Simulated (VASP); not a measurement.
# InPd (Pm-3m) in VASP: further runs

InPd is run at these levels: PBE; tasks: single point.

Everything below comes from runs of VASP 6.6.1. Logs are shortened: lines on timing, memory, paths and dates and some standing lists are left out, and cuts for length are marked.

## Step 1: The cell of the first run

The structure is cubic, space group Pm-3m (No. 221). Conventional cell: a = 3.272 Å, b = 3.272 Å, c = 3.272 Å, α = 90.00°, β = 90.00°, γ = 90.00°. In (site symmetry m-3m) has 8 Pd at 2.83 Å and 6 In at 3.27 Å within 3.7 Å. Pd (site symmetry m-3m) has 8 In at 2.83 Å and 6 Pd at 3.27 Å within 3.7 Å.

## Step 2: Single point, PBE

The input, INCAR:

```
ALGO = Normal
EDIFF = 1E-6
ENCUT = 520
GGA = PE
ISIF = 2
ISMEAR = 0
LASPH = T
LCHARG = F
LREAL = F
LWAVE = F
NBANDS = 18
NELM = 80
PREC = Accurate
SIGMA = 0.01
```

The input, KPOINTS:

```
k-points
0
Gamma
  7 7 7
```

The input, POSCAR:

```
InPd
1.0
    3.2718847800      0.0000000000      0.0000000000
    0.0000000000      3.2718847800      0.0000000000
    0.0000000000      0.0000000000      3.2718847800
In Pd
1 1
Direct
    0.0000000000      0.0000000000      0.0000000000
    0.5000000000      0.5000000000      0.5000000000
```

Potentials or basis: VASP PAW PBE potentials, release 64 (In_d, Pd).

On the command line:

```sh
$ cat potpaw_PBE.64/In_d/POTCAR potpaw_PBE.64/Pd/POTCAR > POTCAR
$ mpirun -np 1 vasp_std > vasp.out
```

OUTCAR:

```text
EDIFF = 1E-6
   ENCUT = 520
   GGA = PE
   ISIF = 2
   ISMEAR = 0
   LASPH = T
   LREAL = F
   NELM = 80
   PREC = Accurate

 ion  position               nearest neighbor table
   1  0.000  0.000  0.000-   2 2.83   2 2.83   2 2.83   2 2.83   2 2.83   2 2.83   2 2.83   2 2.83

   2  0.500  0.500  0.500-   1 2.83   1 2.83   1 2.83   1 2.83   1 2.83   1 2.83   1 2.83   1 2.83

  LATTYP: Found a simple cubic cell.
 ALAT       =     3.2718847800

  Lattice vectors:

 A1 = (   3.2718847800,   0.0000000000,   0.0000000000)
 A2 = (   0.0000000000,   3.2718847800,   0.0000000000)
 A3 = (   0.0000000000,   0.0000000000,   3.2718847800)

Analysis of symmetry for initial positions (statically):
=====================================================================
 Subroutine PRICEL returns:
 Original cell was already a primitive cell.

 Routine SETGRP: Setting up the symmetry group for a
 simple cubic supercell.

 Subroutine GETGRP returns: Found 48 space group operations
 (whereof 48 operations were pure point group operations)
 out of a pool of 48 trial point group operations.

The static configuration has the point symmetry O_h .

Analysis of symmetry for dynamics (positions and initial velocities):
=====================================================================
 Subroutine PRICEL returns:
 Original cell was already a primitive cell.

 Routine SETGRP: Setting up the symmetry group for a
 simple cubic supercell.

 Subroutine GETGRP returns: Found 48 space group operations
 (whereof 48 operations were pure point group operations)
 out of a pool of 48 trial point group operations.

The dynamic configuration has the point symmetry O_h .

 Subroutine INISYM returns: Found 48 space group operations
 (whereof 48 operations are pure point group operations),
 and found     1 'primitive' translations

----------------------------------------------------------------------------------------

                                     Primitive cell

  volume of cell :      35.0263

  direct lattice vectors                    reciprocal lattice vectors
     3.271884780  0.000000000  0.000000000     0.305634234  0.000000000  0.000000000
     0.000000000  3.271884780  0.000000000     0.000000000  0.305634234  0.000000000
     0.000000000  0.000000000  3.271884780     0.000000000  0.000000000  0.305634234

  length of vectors
     3.271884780  3.271884780  3.271884780     0.305634234  0.305634234  0.305634234

  position of ions in fractional coordinates (direct lattice)
     0.000000000  0.000000000  0.000000000
     0.500000000  0.500000000  0.500000000

  ion indices of the primitive-cell ions
   primitive index   ion index
                 1           1
                 2           2

----------------------------------------------------------------------------------------

 KPOINTS: k-points

Automatic generation of k-mesh.
 Grid dimensions read from file:
 generate k-points for:    7    7    7

 Generating k-lattice:

  Cartesian coordinates                     Fractional coordinates (reciprocal lattice)
     0.043662033  0.000000000  0.000000000     0.142857143  0.000000000  0.000000000
     0.000000000  0.043662033  0.000000000     0.000000000  0.142857143  0.000000000
     0.000000000  0.000000000  0.043662033     0.000000000  0.000000000  0.142857143

  Length of vectors
     0.043662033  0.043662033  0.043662033

  Shift w.r.t. Gamma in fractional coordinates (k-lattice)
     0.000000000  0.000000000  0.000000000

 Subroutine IBZKPT returns following result:
 ===========================================

 Found     20 irreducible k-points:

 Following reciprocal coordinates:
            Coordinates               Weight
  0.000000  0.000000  0.000000      1.000000
  0.142857  0.000000  0.000000      6.000000
  0.285714  0.000000  0.000000      6.000000
  0.428571  0.000000  0.000000      6.000000
  0.142857  0.142857  0.000000     12.000000
  0.285714  0.142857  0.000000     24.000000
[... 12 lines left out ...]
  0.428571  0.428571  0.285714     24.000000
  0.428571  0.428571  0.428571      8.000000
   k-points           NKPTS =     20   k-points in BZ     NKDIM =     20   number of bands    NBANDS=     18
   number of dos      NEDOS =    301   number of ions     NIONS =      2
   total plane-waves  NPLWV =  13824
   dimension x,y,z NGX =    24 NGY =   24 NGZ =   24
   dimension x,y,z NGXF=    48 NGYF=   48 NGZF=   48
   ions per type =               1   1
   NGX,Y,Z   is equivalent  to a cutoff of  12.19, 12.19, 12.19 a.u.
   NGXF,Y,Z  is equivalent  to a cutoff of  24.39, 24.39, 24.39 a.u.
 SYSTEM =  unknown system
   PREC   = accura    normal or accurate (medium, high low for compatibility)
   ISTART =      0    job   : 0-new  1-cont  2-samecut
   ICHARG =      2    charge: 1-file 2-atom 10-const
   ISPIN  =      1    spin polarized calculation?
   LNONCOLLINEAR =      F non collinear calculations
   LSORBIT =      F    spin-orbit coupling
   LASPH  =      T    aspherical Exc in radial PAW
   ENCUT  =  520.0 eV  38.22 Ry    6.18 a.u.   6.08  6.08  6.08*2*pi/ulx,y,z
   NELM   =     80;   NELMIN=  2; NELMDL= -5     # of ELM steps
   EDIFF  = 0.1E-05   stopping-criterion for ELM
   LREAL  =      F    real-space projection
   EDIFFG = 0.1E-04   stopping-criterion for IOM
   NSW    =      0    number of steps for IOM
   IBRION =     -1    ionic relax: 0-MD 1-quasi-New 2-CG
   NFREE  =      0    steps in history (QN), initial steepest desc. (CG)
   ISIF   =      2    stress and relaxation
   ISYM   =      2    0-nonsym 1-usesym 2-fastsym
   POTIM  = 0.5000    time-step for ionic-motion
   TEBEG  =    0.0;   TEEND  =   0.0 temperature during run
   PSTRESS=    0.0 pullay stress
   NELECT =      23.0000    total number of electrons
   NUPDOWN=      -1.0000    fix difference up-down
   EMIN   =  10.00;   EMAX   =-10.00  energy-range for DOS
   EFERMI =   0.00;   METHOD = LEGACY
   ISMEAR =     0;   SIGMA  =   0.01  broadening in eV -4-tet -1-fermi 0-gaus
   EFERMI_NEDOS =   21; number of points for ismear=-14 and -15
   IALGO  =     38    algorithm
   IMIX   =      4    mixing-type and parameters
     AMIX     =   0.40;   BMIX     =  1.00
     AMIX_MAG =   1.60;   BMIX_MAG =  1.00
  volume/ion in A,a.u.               =      17.51       118.18
  Fermi-wavevector in a.u.,A,eV,Ry     =   1.422938  2.688964 27.548447  2.024754
  Thomas-Fermi vector in A             =   2.543589
   LORBIT       =      0    0 simple, 1 ext, 2 COOP (PROOUT), +10 PAW based schemes
   GGA     = PE    functional components
   LHFCALC =     F    Hartree Fock is set to
   AEXX    =    0.0000 exact exchange contribution
   IVDW    =     0    specifies the selected vdW correction
   LEPSILON=     F    determine dielectric tensor
   LRPA    =     F    only Hartree local field effects (RPA)
 non-spin polarized calculation
 Gauss-broadening in eV      SIGMA  =   0.01
  energy-cutoff  :      520.00
  volume of cell :       35.03
 maximum number of plane-waves:       956
   NGX = 13   NGY = 13   NGZ = 13

 number of electron      22.9999997 magnetization

 Free energy of the ion-electron system (eV)
  ---------------------------------------------------
  ext. energy  EPLUGINS =         0.00000000
  ---------------------------------------------------
  free energy    TOTEN  =        -8.74551357 eV

  energy without entropy =       -8.74528716  energy(sigma->0) =       -8.74540036

 E-fermi :  10.7611     XC(G=0): -12.2292

 val. band max:       10.7016267146   @ k =   0.4286   0.4286   0.4286
 cond. band min:      10.7685091746   @ k =   0.4286   0.2857   0.2857
 fundamental gap:      0.0668824600
 Fermi energy:        10.7610529284

 k-point     1 :       0.0000    0.0000    0.0000
  band No.  band energies     occupation
      1      -4.4363      2.00000
      2      -4.4363      2.00000
      3      -4.0266      2.00000
      4      -4.0266      2.00000
      5      -4.0266      2.00000
      6       0.4361      2.00000
[... 10 lines left out ...]
     17      21.0738      0.00000
     18      26.5099      0.00000

 k-point     2 :       0.1429    0.0000    0.0000
  band No.  band energies     occupation
      1      -4.4254      2.00000
      2      -4.3699      2.00000
      3      -4.0469      2.00000
      4      -4.0469      2.00000
      5      -4.0206      2.00000
      6       0.7600      2.00000
[... 10 lines left out ...]
     17      23.0113      0.00000
     18      25.8535      0.00000

 k-point     3 :       0.2857    0.0000    0.0000
  band No.  band energies     occupation
      1      -4.4008      2.00000
      2      -4.2216      2.00000
      3      -4.0919      2.00000
      4      -4.0919      2.00000
      5      -4.0070      2.00000
      6       1.7206      2.00000
[... 10 lines left out ...]
     17      24.8501      0.00000
     18      24.8767      0.00000

 k-point     4 :       0.4286    0.0000    0.0000
  band No.  band energies     occupation
      1      -4.3809      2.00000
      2      -4.1277      2.00000
      3      -4.1277      2.00000
      4      -4.1036      2.00000
      5      -3.9960      2.00000
      6       3.2394      2.00000
[... 291 lines left out ...]
      4      -4.0569      2.00000
      5      -3.9303      2.00000
      6       4.4358      2.00000
[... 10 lines left out ...]
     17      20.3816      0.00000
     18      22.9581      0.00000

 k-point    19 :       0.4286    0.4286    0.2857
  band No.  band energies     occupation
      1      -4.3176      2.00000
      2      -4.2423      2.00000
      3      -4.2412      2.00000
      4      -3.9938      2.00000
      5      -3.8502      2.00000
      6       4.8621      2.00000
[... 10 lines left out ...]
     17      18.4671      0.00000
     18      20.6379      0.00000

 k-point    20 :       0.4286    0.4286    0.4286
  band No.  band energies     occupation
      1      -4.2986      2.00000
      2      -4.2856      2.00000
      3      -4.2856      2.00000
      4      -3.8472      2.00000
      5      -3.8472      2.00000
      6       5.3471      2.00000
[... 10 lines left out ...]
     17      15.9858      0.00000
     18      18.1622      0.00000

------------------------ aborting loop because EDIFF is reached ----------------------------------------

  FORCE on cell =-STRESS in cart. coord.  units (eV):
  Direction    XX          YY          ZZ          XY          YZ          ZX
  --------------------------------------------------------------------------------------
  -------------------------------------------------------------------------------------
  Total        0.9493519      0.9493519      0.9493519      0.0000000     -0.0000000      0.0000000
  in kB       43.4253986     43.4253986     43.4253986      0.0000000     -0.0000000      0.0000000
  external PRESSURE =      43.4253986 kB  Pullay stress =       0.0000000 kB

 VOLUME and BASIS-vectors are now :
 -----------------------------------------------------------------------------
  energy-cutoff  :      520.00
  volume of cell :       35.03
      direct lattice vectors                 reciprocal lattice vectors
     3.271884780  0.000000000  0.000000000     0.305634234  0.000000000  0.000000000
     0.000000000  3.271884780  0.000000000     0.000000000  0.305634234  0.000000000
     0.000000000  0.000000000  3.271884780     0.000000000  0.000000000  0.305634234

 POSITION                                       TOTAL-FORCE (eV/Angst)
 -----------------------------------------------------------------------------------
      0.00000      0.00000      0.00000         0.000000      0.000000      0.000000
      1.63594      1.63594      1.63594         0.000000      0.000000      0.000000
 -----------------------------------------------------------------------------------
    total drift:                                0.000000      0.000000     -0.000000

  FREE ENERGIE OF THE ION-ELECTRON SYSTEM (eV)
  ---------------------------------------------------
  free  energy   TOTEN  =        -8.7455135651 eV

  energy  without entropy=       -8.7452871562  energy(sigma->0) =       -8.74540036
```

It took 6.9 s on 1 thread of Intel Xeon Platinum 8259CL at 2.50GHz (Skylake/Cascade Lake), shared host; peak memory 0.14 GiB.

What came out:

* Free energy: -8.7455 eV
* Pressure: 4.3 GPa

Caveat: spin-orbit coupling is left out, which moves the levels of the heavy elements.

## Step 3: Single point, PBE

The input, INCAR:

```
SYSTEM = InPd
ALGO = Fast
EDIFF = 1E-7
ENCUT = 520
GGA = PE
ISIF = 2
ISMEAR = 0
LASPH = .True.
LCHARG = .False.
LREAL = .False.
LWAVE = .False.
NBANDS = 18
NELM = 100
PREC = Accurate
SIGMA = 0.005
```

The input, KPOINTS:

```
k-points
0
Gamma
  7 7 7
  0 0 0
```

POSCAR is that of step 2.

Potentials or basis: VASP PAW PBE potentials, release 64 (In_d, Pd).

On the command line:

```sh
$ cat potpaw_PBE.64/In_d/POTCAR potpaw_PBE.64/Pd/POTCAR > POTCAR
$ mpirun -np 1 vasp_std > vasp.out
```

Run time: 11 s. Hardware: 1 thread of Intel Xeon Platinum 8259CL at 2.50GHz (Skylake/Cascade Lake), shared host; peak memory 0.14 GiB.

Results (log left out):

- Free energy: -8.7454 eV
- Pressure: 4.3 GPa

Levels at points of the mesh, in eV from the Fermi level:
```
           k point  band 7  band 8  band 9  band 10  band 11  band 12  band 13  band 14  band 15  band 16
(0.00, 0.00, 0.00)   -4.11   -4.11   -2.56    -2.56    -2.56     3.96     3.96     3.96     9.17    10.31
```

Caveat: spin-orbit coupling is left out, which moves the levels of the heavy elements.

## Step 4: Single point, PBE

Edit INCAR of step 3 so:

```diff
@@ -1,3 +1,3 @@
 SYSTEM = InPd
-ALGO = Fast
+ALGO = Normal
 EDIFF = 1E-7
@@ -14,2 +14,2 @@
 PREC = Accurate
-SIGMA = 0.005
+SIGMA = 0.1
```

KPOINTS is that of step 3.

POSCAR is that of step 3.

On the command line:

```sh
$ cat potpaw_PBE.64/In_d/POTCAR potpaw_PBE.64/Pd/POTCAR > POTCAR
$ mpirun -np 1 vasp_std > vasp.out
```

Run time: 10 s. Hardware: 1 thread of Intel Xeon Platinum 8259CL at 2.50GHz (Skylake/Cascade Lake), shared host; peak memory 0.14 GiB.

It converged, with:

```
Free energy : -8.7490 eV
Pressure    : 4.0 GPa
```

Levels at points of the mesh, in eV from the Fermi level:
| k point | band 7 | band 8 | band 9 | band 10 | band 11 | band 12 | band 13 | band 14 | band 15 | band 16 |
| --- | --- | --- | --- | --- | --- | --- | --- | --- | --- | --- |
| (0.00, 0.00, 0.00) | -4.05 | -4.05 | -2.50 | -2.50 | -2.50 | 4.00 | 4.00 | 4.00 | 9.22 | 10.36 |

Caveat: spin-orbit coupling is left out, which moves the levels of the heavy elements.

## Step 5: The runs side by side

```csv
smearing,gap on the mesh (eV),pressure (GPa)
gaussian 0.01 eV,none,4.3
gaussian 0.005 eV,none,4.3
gaussian 0.1 eV,none,4.0
```

Alike in all rows: task single point; level PBE; potentials or basis VASP PAW PBE potentials, release 64 (In_d, Pd); no spin polarisation; cell as given; k mesh 7 × 7 × 7; cutoff (eV) 520.

Every run on the cell as given and a fine mesh finds a metal.

Caveats: spin-orbit coupling is left out, which moves the levels of the heavy elements.

Total energies depend on the potentials used, so only differences within one code and one set of settings carry meaning.
